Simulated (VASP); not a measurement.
## HfC: single point with PBE

Crystal: HfC.

```
Hf C
1.0
    -4.66545    4.66545    0.00000
    -4.66545    0.00000    4.66545
     0.00000    4.66545    4.66545
Hf C
8 8
Direct
  0.75638 0.74339 0.74415
  0.24459 0.75547 0.75800
  0.73454 0.24756 0.75862
  0.75078 0.74754 0.25667
  0.24871 0.26558 0.73905
  0.26813 0.75043 0.24304
  0.76258 0.23627 0.24300
  0.23526 0.25435 0.25664
  0.99863 0.00594 0.99346
  0.49486 0.00617 0.99190
  0.99997 0.49827 0.00157
  0.99883 0.99277 0.50710
  0.50371 0.48048 0.02583
  0.48928 0.99232 0.49894
  0.99239 0.51579 0.49861
  0.50789 0.49939 0.49493
```

This cell differs from its parent crystal: dynamics (nve) at 450 K, volume x 1.01, from the last frame before.

* Program: VASP 6.6.1
* Task: single point
* Functional: PBE
* Potentials or basis: VASP PAW PBE potentials, release 64 (Hf_pv, C)
* Cutoff: 520 eV
* k mesh: 2 × 2 × 2, shifted
* Occupations: fermi-dirac, width 0.05 eV
* Spin: no spin polarisation

```json
{"Pressure": "-1.2 GPa", "Largest force": "1.791 eV/Å", "Band gap on the k mesh": "0.51 eV"}
```

Forces on the atoms (eV/Å):
```
Hf  -0.057 -0.030  1.004
Hf   0.013 -0.355 -0.457
Hf  -0.633  0.347 -0.356
Hf   0.123 -0.507 -0.225
Hf   0.855  0.682 -0.489
Hf   0.831 -0.469  0.255
Hf   0.122 -0.224  1.178
Hf  -0.486  0.677 -0.528
C    0.181  0.422 -0.136
C    0.050  0.418  0.149
C   -0.029 -0.142 -0.088
C   -0.261 -0.139  0.097
C   -0.671 -1.624 -0.348
C   -0.825  0.665  0.513
C    0.382  0.383 -0.891
C    0.406 -0.104  0.323
```

Stress tensor (GPa, compression positive):
```
-1.36 -0.24 -0.09
-0.24 -1.26 -0.08
-0.09 -0.08 -1.06
```

Levels at points of the mesh, in eV from the valence-band top:
| k point | band 53 | band 54 | band 55 | band 56 | band 57 | band 58 | band 59 | band 60 |
| --- | --- | --- | --- | --- | --- | --- | --- | --- |
| (0.25, 0.25, 0.25) | -0.43 | -0.38 | -0.03 | -0.01 | 0.52 | 0.64 | 0.74 | 2.21 |

Wall time 14 min on 1 thread of Intel Xeon 6975P-C (shared host), peak memory 0.43 GiB.

Caveat: the k points lie up to 0.58 Å⁻¹ apart; spin-orbit coupling is left out, which moves the levels of the heavy elements; forces of over 1 eV/Å act on the atoms, so gaps and moduli don't describe the material at rest. A k mesh can miss the band edges.
